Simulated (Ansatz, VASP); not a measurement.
Co: VASP beside Ansatz

```
Co
1.0
     2.45839    0.00000    0.00000
    -1.22920    2.12903    0.00000
     0.00000    0.00000    3.96069
Co
2
Direct
  0.33333 0.66667 0.25000
  0.66667 0.33333 0.75000
```

Alike in both runs: task single point; functional PBE; k mesh 15 × 15 × 8; occupations methfessel-paxton of order 1, width 0.6 eV; no spin polarisation.

|  | VASP | Ansatz |
| --- | --- | --- |
| version | VASP 6.6.1 | Ansatz 0.2.0 |
| potentials or method | VASP PAW PBE potentials, release 64 (Co), cutoff 600 eV | plane waves (420 eV) with PAW, scalar-relativistic |
| valence electrons in the cell | 18 | 34 |

Ansatz gave:

```
pressure (GPa)                                                : 0.1
traceless stress, the component that is largest in VASP (GPa) : -0.44
```

Estimate VASP's values.

pressure (GPa): -0.5; traceless stress, the component that is largest in VASP (GPa): -0.51.

VASP's potentials hold 18 valence electrons a cell and Ansatz's 34, so a difference there can come from the potentials and not from the codes.
